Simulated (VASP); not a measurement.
Set up this calculation in VASP 6.6.1, as the native input.

```yaml
Task: single point
Functional: PBEsol
Potentials_or_basis: VASP PAW PBE potentials, release 64 (Mg, O)
Cutoff: 520 eV
k_mesh: 6 × 6 × 6
Occupations: gaussian, width 0.05 eV
Spin: no spin polarisation
Dipole_correction: no
Further_INCAR_settings: LREAL = Auto; ALGO = Normal; EDIFF = 1e-06; NBANDS = 46
```

The structure of MgO lies in POSCAR:

```
MgO
1.0
    0.0000000000      4.2142114403     -4.2142114403
    4.2142114403      4.2142114403      0.0000000000
    4.2142114403      0.0000000000     -4.2142114403
Mg O
8 8
Direct
    0.0000000000      0.0000000000      0.5000000000
    0.0000000000      0.5000000000      0.5000000000
    0.5000000000      0.0000000000      0.5000000000
    0.5000000000      0.5000000000      0.5000000000
    0.0000000000      0.0000000000      1.0000000000
    0.0000000000      0.5000000000      1.0000000000
    0.5000000000      0.0000000000      1.0000000000
    0.5000000000      0.5000000000      1.0000000000
    0.2500000000      0.7500000000      0.2500000000
    0.2500000000      0.2500000000      0.2500000000
    0.7500000000      0.7500000000      0.2500000000
    0.7500000000      0.2500000000      0.2500000000
    0.2500000000      0.7500000000      0.7500000000
    0.2500000000      0.2500000000      0.7500000000
    0.7500000000      0.7500000000      0.7500000000
    0.7500000000      0.2500000000      0.7500000000
```

These files were run (other wordings do the same):

INCAR

```
  PREC = Accurate
  ENCUT = 520
  EDIFF = 1E-6
  ISMEAR = 0
  SIGMA = 0.05
  LREAL = Auto
  LASPH = T
  NELM = 60
  ALGO = Normal
  ISIF = 2
  LWAVE = F
  LCHARG = F
  GGA = PS
  NBANDS = 46
```

KPOINTS

```
regular mesh
0
Gamma
  6 6 6
```

Potentials or basis: VASP PAW PBE potentials, release 64 (Mg, O).

The run is started by

```sh
$ cat potpaw_PBE.64/Mg/POTCAR potpaw_PBE.64/O/POTCAR > POTCAR
$ mpirun -np 1 vasp_std > vasp.out
```

It gave:

```yaml
Pressure: -0.5 GPa
Band_gap_on_the_k_mesh: 4.62 eV
```

Caveat: the PAW data sets were made with another functional, which shifts forces and pressure a little.

Run time: 4.2 min on 1 thread of Intel(R) Xeon(R) Platinum 8259CL CPU @ 2.50GHz (Skylake/Cascade Lake), with other jobs on the host, peak memory 0.35 GiB.
